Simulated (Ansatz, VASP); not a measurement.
ZnO in VASP and in Ansatz

```xyz
2
Lattice="2.6885 0.0000 0.0000 0.0000 2.6885 0.0000 0.0000 0.0000 2.6885" Properties=species:S:1:pos:R:3 pbc="T T T"
Zn    0.0000    0.0000    0.0000
O     1.3443    1.3443    1.3443
```

Change from the starting cell: species swapped into the NbRu type (P4/mmm, No. 123).

Alike in both runs: functional PBE; k mesh 6 × 6 × 6; occupations gaussian, width 0.1 eV; no spin polarisation.

Ansatz relaxed the structure, and its values are those at the end. VASP's run is a single point on that final structure, the one shown.

|  | VASP | Ansatz |
| --- | --- | --- |
| version | VASP 6.6.1 | Ansatz 0.2.0 |
| potentials or method | VASP PAW PBE potentials, release 64 (Zn, O), cutoff 520 eV | scalar-relativistic, plane waves, PAW |
| valence electrons in the cell | 18 | 18 |

Ansatz gave:

| Quantity | Value |
| --- | --- |
| gap on the k mesh at the Fermi level (eV) | none |
| pressure (GPa) | 0.0 |

Question: Which values does VASP return?

Answer: gap on the k mesh at the Fermi level (eV): none; pressure (GPa): 0.7.

A gap of «none» marks a metal or a gap that the smearing closes.

The k mesh is coarse, so the values compare programs but aren't converged.
